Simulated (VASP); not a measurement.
# GaBiP4 (F-43m) in VASP: notebook

Runs on GaBiP4. Level: PBE. Tasks: single point, relaxation of cell and atoms.

All numbers are computed with VASP 6.6.1; they aren't measurements. Logs are shortened: lines on timing, memory, paths and dates and some standing lists are left out, and cuts for length are marked.

**1. The cell of the first run**

Symmetry: F-43m, No. 216, cubic system. Conventional cell: a = 8.041 Å, b = 8.041 Å, c = 8.041 Å, α = 90.00°, β = 90.00°, γ = 90.00°. Within 4.3 Å of Ga (site symmetry -43m) lie 12 P at 3.29 Å and 4 Bi at 3.48 Å. Bi (site symmetry -43m) has 12 P at 3.41 Å and 4 Ga at 3.48 Å within 4.5 Å. P (site symmetry 3m) has 3 P at 2.29 Å within 3.0 Å.

**2. Single point, PBE**

Contents of INCAR:

```
PREC = Accurate ; ENCUT = 520
EDIFF = 1E-6 ; ISMEAR = 0
SIGMA = 0.1 ; LREAL = F
LASPH = T ; NELM = 80
ALGO = Fast ; ISIF = 2
LWAVE = F ; LCHARG = T
GGA = PE ; LELF = T
LVHAR = T ; NBANDS = 33
```

Contents of KPOINTS:

```
regular mesh
0
Gamma
  8 8 8
```

Contents of POSCAR:

```
GaBiP4
1.0
    0.0000000000      4.0205861476      4.0205861476
    4.0205861476      0.0000000000      4.0205861476
    4.0205861476      4.0205861476      0.0000000000
Ga Bi P
1 1 4
Direct
    0.2500000000      0.2500000000      0.2500000000
    0.0000000000      0.0000000000      0.0000000000
    0.6008216264      0.1975351207      0.6008216264
    0.6008216264      0.6008216264      0.1975351207
    0.6008216264      0.6008216264      0.6008216264
    0.1975351207      0.6008216264      0.6008216264
```

Potentials or basis: VASP PAW PBE potentials, release 64 (Ga_d, Bi_d, P).

Launch:

```
> cat potpaw_PBE.64/Ga_d/POTCAR potpaw_PBE.64/Bi_d/POTCAR potpaw_PBE.64/P/POTCAR > POTCAR
> mpirun -np 1 vasp_std > vasp.out
```

OUTCAR:

```text
PREC = Accurate
   ENCUT = 520
   EDIFF = 1E-6
   ISMEAR = 0
   LREAL = F
   LASPH = T
   NELM = 80
   ISIF = 2
   GGA = PE

 ion  position               nearest neighbor table
   1  0.250  0.250  0.250-
   2  0.000  0.000  0.000-   3 3.41   4 3.41   4 3.41   6 3.41   3 3.41   6 3.41   5 3.41   5 3.41
                             5 3.41   3 3.41   4 3.41   6 3.41
   3  0.601  0.198  0.601-   4 2.29   5 2.29   6 2.29   2 3.41   2 3.41   2 3.41
   4  0.601  0.601  0.198-   3 2.29   5 2.29   6 2.29   2 3.41   2 3.41   2 3.41
   5  0.601  0.601  0.601-   3 2.29   4 2.29   6 2.29   2 3.41   2 3.41   2 3.41
   6  0.198  0.601  0.601-   3 2.29   4 2.29   5 2.29   2 3.41   2 3.41   2 3.41

  LATTYP: Found a face centered cubic cell.
 ALAT       =     8.0411722952

  Lattice vectors:

 A1 = (   0.0000000000,   4.0205861476,   4.0205861476)
 A2 = (   4.0205861476,   0.0000000000,   4.0205861476)
 A3 = (   4.0205861476,   4.0205861476,   0.0000000000)

Analysis of symmetry for initial positions (statically):
=====================================================================
 Subroutine PRICEL returns:
 Original cell was already a primitive cell.

 Routine SETGRP: Setting up the symmetry group for a
 face centered cubic supercell.

 Subroutine GETGRP returns: Found 24 space group operations
 (whereof 24 operations were pure point group operations)
 out of a pool of 48 trial point group operations.

The static configuration has the point symmetry T_d .

Analysis of symmetry for dynamics (positions and initial velocities):
=====================================================================
 Subroutine PRICEL returns:
 Original cell was already a primitive cell.

 Routine SETGRP: Setting up the symmetry group for a
 face centered cubic supercell.

 Subroutine GETGRP returns: Found 24 space group operations
 (whereof 24 operations were pure point group operations)
 out of a pool of 48 trial point group operations.

The dynamic configuration has the point symmetry T_d .

 Subroutine INISYM returns: Found 24 space group operations
 (whereof 24 operations are pure point group operations),
 and found     1 'primitive' translations

----------------------------------------------------------------------------------------

                                     Primitive cell

  volume of cell :     129.9865

  direct lattice vectors                    reciprocal lattice vectors
     0.000000000  4.020586148  4.020586148    -0.124359977  0.124359977  0.124359977
     4.020586148  0.000000000  4.020586148     0.124359977 -0.124359977  0.124359977
     4.020586148  4.020586148  0.000000000     0.124359977  0.124359977 -0.124359977

  length of vectors
     5.685967459  5.685967459  5.685967459     0.215397798  0.215397798  0.215397798

  position of ions in fractional coordinates (direct lattice)
     0.250000000  0.250000000  0.250000000
     0.000000000  0.000000000  0.000000000
     0.600821626  0.197535121  0.600821626
     0.600821626  0.600821626  0.197535121
     0.600821626  0.600821626  0.600821626
     0.197535121  0.600821626  0.600821626

  ion indices of the primitive-cell ions
   primitive index   ion index
                 1           1
                 2           2
                 3           3
                 4           4
                 5           5
                 6           6

----------------------------------------------------------------------------------------

 KPOINTS: regular mesh

Automatic generation of k-mesh.
 Grid dimensions read from file:
 generate k-points for:    8    8    8

 Generating k-lattice:

  Cartesian coordinates                     Fractional coordinates (reciprocal lattice)
    -0.015544997  0.015544997  0.015544997     0.125000000  0.000000000  0.000000000
     0.015544997 -0.015544997  0.015544997     0.000000000  0.125000000  0.000000000
     0.015544997  0.015544997 -0.015544997     0.000000000  0.000000000  0.125000000

  Length of vectors
     0.026924725  0.026924725  0.026924725

  Shift w.r.t. Gamma in fractional coordinates (k-lattice)
     0.000000000  0.000000000  0.000000000

 Subroutine IBZKPT returns following result:
 ===========================================

 Found     29 irreducible k-points:

 Following reciprocal coordinates:
            Coordinates               Weight
  0.000000  0.000000  0.000000      1.000000
  0.125000  0.000000  0.000000      8.000000
  0.250000  0.000000  0.000000      8.000000
  0.375000  0.000000  0.000000      8.000000
  0.500000  0.000000  0.000000      4.000000
  0.125000  0.125000  0.000000      6.000000
[... 16 lines left out ...]
  0.500000  0.250000  0.125000     48.000000
 -0.375000  0.250000  0.125000     24.000000
 [... further k-points ...]
   k-points           NKPTS =     29   k-points in BZ     NKDIM =     29   number of bands    NBANDS=     33
   number of dos      NEDOS =    301   number of ions     NIONS =      6
   total plane-waves  NPLWV =  74088
   dimension x,y,z NGX =    42 NGY =   42 NGZ =   42
   dimension x,y,z NGXF=    84 NGYF=   84 NGZF=   84
   ions per type =               1   1   4
   NGX,Y,Z   is equivalent  to a cutoff of  12.28, 12.28, 12.28 a.u.
   NGXF,Y,Z  is equivalent  to a cutoff of  24.56, 24.56, 24.56 a.u.
 SYSTEM =  unknown system
   PREC   = accura    normal or accurate (medium, high low for compatibility)
   ISTART =      0    job   : 0-new  1-cont  2-samecut
   ICHARG =      2    charge: 1-file 2-atom 10-const
   ISPIN  =      1    spin polarized calculation?
   LNONCOLLINEAR =      F non collinear calculations
   LSORBIT =      F    spin-orbit coupling
   LASPH  =      T    aspherical Exc in radial PAW
   ENCUT  =  520.0 eV  38.22 Ry    6.18 a.u.  10.57 10.57 10.57*2*pi/ulx,y,z
   NELM   =     80;   NELMIN=  2; NELMDL= -5     # of ELM steps
   EDIFF  = 0.1E-05   stopping-criterion for ELM
   LREAL  =      F    real-space projection
   EDIFFG = 0.1E-04   stopping-criterion for IOM
   NSW    =      0    number of steps for IOM
   IBRION =     -1    ionic relax: 0-MD 1-quasi-New 2-CG
   NFREE  =      0    steps in history (QN), initial steepest desc. (CG)
   ISIF   =      2    stress and relaxation
   ISYM   =      2    0-nonsym 1-usesym 2-fastsym
   POTIM  = 0.5000    time-step for ionic-motion
   TEBEG  =    0.0;   TEEND  =   0.0 temperature during run
   PSTRESS=    0.0 pullay stress
   NELECT =      48.0000    total number of electrons
   NUPDOWN=      -1.0000    fix difference up-down
   EMIN   =  10.00;   EMAX   =-10.00  energy-range for DOS
   EFERMI =   0.00;   METHOD = LEGACY
   ISMEAR =     0;   SIGMA  =   0.10  broadening in eV -4-tet -1-fermi 0-gaus
   EFERMI_NEDOS =   21; number of points for ismear=-14 and -15
   IALGO  =     68    algorithm
   IMIX   =      4    mixing-type and parameters
     AMIX     =   0.40;   BMIX     =  1.00
     AMIX_MAG =   1.60;   BMIX_MAG =  1.00
  volume/ion in A,a.u.               =      21.66       146.20
  Fermi-wavevector in a.u.,A,eV,Ry     =   1.174508  2.219498 18.768807  1.379468
  Thomas-Fermi vector in A             =   2.310904
   LORBIT       =      0    0 simple, 1 ext, 2 COOP (PROOUT), +10 PAW based schemes
   GGA     = PE    functional components
   LHFCALC =     F    Hartree Fock is set to
   AEXX    =    0.0000 exact exchange contribution
   IVDW    =     0    specifies the selected vdW correction
   LEPSILON=     F    determine dielectric tensor
   LRPA    =     F    only Hartree local field effects (RPA)
 non-spin polarized calculation
 RMM-DIIS sequential band-by-band and
 Gauss-broadening in eV      SIGMA  =   0.10
  energy-cutoff  :      520.00
  volume of cell :      129.99
 maximum number of plane-waves:      3523
   NGX = 21   NGY = 21   NGZ = 21

 number of electron      47.9999985 magnetization

 Free energy of the ion-electron system (eV)
  ---------------------------------------------------
  ext. energy  EPLUGINS =         0.00000000
  ---------------------------------------------------
  free energy    TOTEN  =       -25.70711627 eV

  energy without entropy =      -25.69006202  energy(sigma->0) =      -25.69858915

 E-fermi :   6.4315     XC(G=0): -10.0948

 val. band max:        6.4281654080   @ k =  -0.3750   0.3750   0.1250
 cond. band min:       6.5105007191   @ k =  -0.3750   0.1250   0.0000
 fundamental gap:      0.0823353112
 Fermi energy:         6.4314707996

 k-point     1 :       0.0000    0.0000    0.0000
  band No.  band energies     occupation
      1     -16.5028      2.00000
      2     -16.5028      2.00000
      3     -16.5001      2.00000
      4     -16.5001      2.00000
      5     -16.5001      2.00000
      6      -9.2424      2.00000
[... 25 lines left out ...]
     32      11.6954      0.00000
     33      13.5584      0.00000

 k-point     2 :       0.1250    0.0000    0.0000
  band No.  band energies     occupation
      1     -16.5029      2.00000
      2     -16.5029      2.00000
      3     -16.5001      2.00000
      4     -16.5000      2.00000
      5     -16.5000      2.00000
      6      -9.2113      2.00000
[... 25 lines left out ...]
     32      12.1157      0.00000
     33      13.4011      0.00000

 k-point     3 :       0.2500    0.0000    0.0000
  band No.  band energies     occupation
      1     -16.5030      2.00000
      2     -16.5030      2.00000
      3     -16.5000      2.00000
      4     -16.4998      2.00000
      5     -16.4998      2.00000
      6      -9.1339      2.00000
[... 25 lines left out ...]
     32      11.2180      0.00000
     33      12.6190      0.00000

 k-point     4 :       0.3750    0.0000    0.0000
  band No.  band energies     occupation
      1     -16.5031      2.00000
      2     -16.5031      2.00000
      3     -16.5000      2.00000
      4     -16.4996      2.00000
      5     -16.4996      2.00000
      6      -9.0533      2.00000
[... 25 lines left out ...]
     32       9.9365      0.00000
     33      11.8576      0.00000

 k-point     5 :       0.5000    0.0000    0.0000
  band No.  band energies     occupation
      1     -16.5031      2.00000
      2     -16.5031      2.00000
      3     -16.4999      2.00000
      4     -16.4995      2.00000
      5     -16.4995      2.00000
      6      -9.0192      2.00000
[... 604 lines left out ...]
 k-point    22 :       0.3750    0.2500    0.1250
  band No.  band energies     occupation
      1     -16.5033      2.00000
      2     -16.5028      2.00000
      3     -16.5001      2.00000
      4     -16.4996      2.00000
      5     -16.4996      2.00000
      6      -9.0785      2.00000
[... 25 lines left out ...]
     32      10.5277      0.00000
     33      12.1063      0.00000

 k-point    23 :       0.5000    0.2500    0.1250
  band No.  band energies     occupation
      1     -16.5034      2.00000
      2     -16.5028      2.00000
      3     -16.5000      2.00000
      4     -16.4996      2.00000
      5     -16.4994      2.00000
      6      -9.0162      2.00000
[... 25 lines left out ...]
     32      10.0988      0.00000
     33      11.4226      0.00000

 k-point    24 :      -0.3750    0.2500    0.1250
  band No.  band energies     occupation
      1     -16.5034      2.00000
      2     -16.5029      2.00000
      3     -16.4999      2.00000
      4     -16.4996      2.00000
      5     -16.4993      2.00000
      6      -8.9904      2.00000
[... 25 lines left out ...]
     32      10.0789      0.00000
     33      11.1145      0.00000

 [... further k-points ...]

------------------------ aborting loop because EDIFF is reached ----------------------------------------

  FORCE on cell =-STRESS in cart. coord.  units (eV):
  Direction    XX          YY          ZZ          XY          YZ          ZX
  --------------------------------------------------------------------------------------
  -------------------------------------------------------------------------------------
  Total       -0.1394097     -0.1394097     -0.1394097     -0.0000000      0.0000000      0.0000000
  in kB       -1.7183262     -1.7183262     -1.7183262     -0.0000000      0.0000000      0.0000000
  external PRESSURE =      -1.7183262 kB  Pullay stress =       0.0000000 kB

 VOLUME and BASIS-vectors are now :
 -----------------------------------------------------------------------------
  energy-cutoff  :      520.00
  volume of cell :      129.99
      direct lattice vectors                 reciprocal lattice vectors
     0.000000000  4.020586148  4.020586148    -0.124359977  0.124359977  0.124359977
     4.020586148  0.000000000  4.020586148     0.124359977 -0.124359977  0.124359977
     4.020586148  4.020586148  0.000000000     0.124359977  0.124359977 -0.124359977

 POSITION                                       TOTAL-FORCE (eV/Angst)
 -----------------------------------------------------------------------------------
      2.01029      2.01029      2.01029        -0.000000      0.000000     -0.000000
      0.00000      0.00000      0.00000        -0.000000      0.000000     -0.000000
      3.20986      4.83131      3.20986         0.051666     -0.051666      0.051666
      3.20986      3.20986      4.83131         0.051666      0.051666     -0.051666
      4.83131      4.83131      4.83131        -0.051666     -0.051666     -0.051666
      4.83131      3.20986      3.20986        -0.051666      0.051666      0.051666
 -----------------------------------------------------------------------------------
    total drift:                                0.000000      0.000000      0.000000

  FREE ENERGIE OF THE ION-ELECTRON SYSTEM (eV)
  ---------------------------------------------------
  free  energy   TOTEN  =       -25.7071162693 eV

  energy  without entropy=      -25.6900620213  energy(sigma->0) =      -25.69858915
```

It took 4.1 min on 1 thread of Oxide Virtual Turin-like, shared host; peak memory 0.28 GiB.

Results:

| Property | Result |
| --- | --- |
| Free energy | -25.7071 eV |
| Pressure | -0.2 GPa |
| Largest force | 0.089 eV/Å |
| Band gap on the k mesh | zero (bands 24 and 25 overlap by 1.64 eV) |

Forces on the atoms (eV/Å):
```
Ga   0.000  0.000  0.000
Bi   0.000  0.000  0.000
P    0.052 -0.052  0.052
P    0.052  0.052 -0.052
P   -0.052 -0.052 -0.052
P   -0.052  0.052  0.052
```

Caveat: spin-orbit coupling is left out, which moves the levels of the heavy elements.

**3. Single point, PBE**

Contents of INCAR:

```
SYSTEM = GaBiP4
  PREC = Accurate
  ENCUT = 520
  EDIFF = 1E-6
  ISMEAR = 0
  SIGMA = 0.1
  LREAL = .FALSE.
  LASPH = .TRUE.
  NELM = 60
  ALGO = Fast
  ISIF = 2
  LWAVE = .FALSE.
  LCHARG = .TRUE.
  GGA = PE
  LELF = .TRUE.
  LVHAR = .TRUE.
  NBANDS = 33
```

Contents of KPOINTS:

```
Automatic mesh
0
G
  8 8 8
  0 0 0
```

POSCAR is that of step 2.

Potentials or basis: VASP PAW PBE potentials, release 64 (Ga_d, Bi_d, P).

Launch:

```
> cat potpaw_PBE.64/Ga_d/POTCAR potpaw_PBE.64/Bi_d/POTCAR potpaw_PBE.64/P/POTCAR > POTCAR
> mpirun -np 1 vasp_std > vasp.out
```

Wall time 3.5 min (1 thread of Oxide Virtual Turin-like, shared host); peak memory 0.29 GiB.

Results (log left out):

```
Free energy            : -25.7071 eV
Pressure               : -0.2 GPa
Largest force          : 0.089 eV/Å
Band gap on the k mesh : zero (bands 24 and 25 overlap by 1.64 eV)
```

Forces in eV/Å, atoms in the order of the input:
```
Ga   0.000  0.000  0.000
Bi   0.000  0.000  0.000
P    0.052 -0.052  0.052
P    0.052  0.052 -0.052
P   -0.052 -0.052 -0.052
P   -0.052  0.052  0.052
```

Levels at points of the mesh, in eV from the Fermi level:
```csv
k point,band 20,band 21,band 22,band 23,band 24,band 25,band 26,band 27,band 28,band 29
"(0.00, 0.00, 0.00)",-4.25,-3.24,-3.24,-1.45,-1.45,-1.45,2.69,2.69,2.69,3.11
"(0.50, 0.00, 0.00)",-3.07,-2.99,-2.99,-0.24,-0.24,0.76,1.22,1.22,1.88,3.22
"(0.50, 0.50, 0.00)",-3.00,-2.49,-2.39,-1.70,-1.70,0.47,0.53,2.10,2.10,2.51
```

Caveat: spin-orbit coupling is left out, which moves the levels of the heavy elements.

**4. Relaxation of cell and atoms, PBE**

Contents of INCAR:

```
SYSTEM = GaBiP4
ALGO = Fast
EDIFF = 1E-6
EDIFFG = -0.01
ENCUT = 600
GGA = PE
IBRION = 2
ISIF = 3
ISMEAR = 0
LASPH = .True.
LCHARG = .False.
LREAL = .False.
LWAVE = .False.
NELM = 100
NSW = 100
PREC = Accurate
SIGMA = 0.1
```

Contents of KPOINTS:

```
k-points
0
Gamma
  8 8 8
  0 0 0
```

POSCAR is that of step 3.

Launch:

```
> cat potpaw_PBE.64/Ga_d/POTCAR potpaw_PBE.64/Bi_d/POTCAR potpaw_PBE.64/P/POTCAR > POTCAR
> mpirun -np 1 vasp_std > vasp.out
```

Run time: 14 min. Hardware: 1 thread of Oxide Virtual Turin-like, shared host; peak memory 0.39 GiB.

The run converged. Its results:

```
Free energy                           : -25.7083 eV
Relaxed volume                        : 21.74 Å³/atom
Relaxed cell                          : a = 5.693 Å, b = 5.693 Å, c = 5.693 Å, α = 60.00°, β = 60.00°, γ = 60.00°
Space group after relaxing (to 0.1 Å) : F-43m (No. 216)
Energy gained by relaxing             : 0.2 meV/atom
Ionic steps                           : 6
Pressure after relaxing               : 0.0 GPa
Band gap on the k mesh                : zero (bands 24 and 25 overlap by 1.65 eV)
```

The path:
```tsv
step	energy change (eV)	largest force (eV/Å)	pressure (GPa)	volume (Å³)
1	0.0000	0.0900	-0.18	129.99
2	-0.0002	0.0428	0.32	129.54
3	-0.0006	0.0169	0.09	129.73
4	-0.0006	0.0137	0.10	129.73
5	-0.0008	0.0104	0.09	129.91
6	-0.0010	0.0003	0.04	130.47
```

Final structure:
```xyz
6
Lattice="0.0000 4.0255 4.0255 4.0255 0.0000 4.0255 4.0255 4.0255 0.0000" Properties=species:S:1:pos:R:3 pbc="T T T"
Ga    2.0128    2.0128    2.0128
Bi    4.0255    4.0255    8.0511
P     3.2177    4.8334    3.2177
P     3.2177    3.2177    4.8334
P     4.8334    4.8334    4.8334
P     4.8334    3.2177    3.2177
```

Levels at points of the mesh, in eV from the Fermi level:
```tsv
k point	band 20	band 21	band 22	band 23	band 24	band 25	band 26	band 27	band 28
(0.00, 0.00, 0.00)	-4.24	-3.25	-3.25	-1.44	-1.44	-1.44	2.66	2.66	2.66
(0.50, 0.00, 0.00)	-3.10	-3.01	-3.01	-0.21	-0.21	0.76	1.20	1.20	1.90
(0.50, 0.50, 0.00)	-3.02	-2.52	-2.42	-1.70	-1.70	0.47	0.56	2.10	2.10
```

Caveat: spin-orbit coupling is left out, which moves the levels of the heavy elements.

The gap in the log of VASP goes by the Fermi energy; the results here count the filled bands.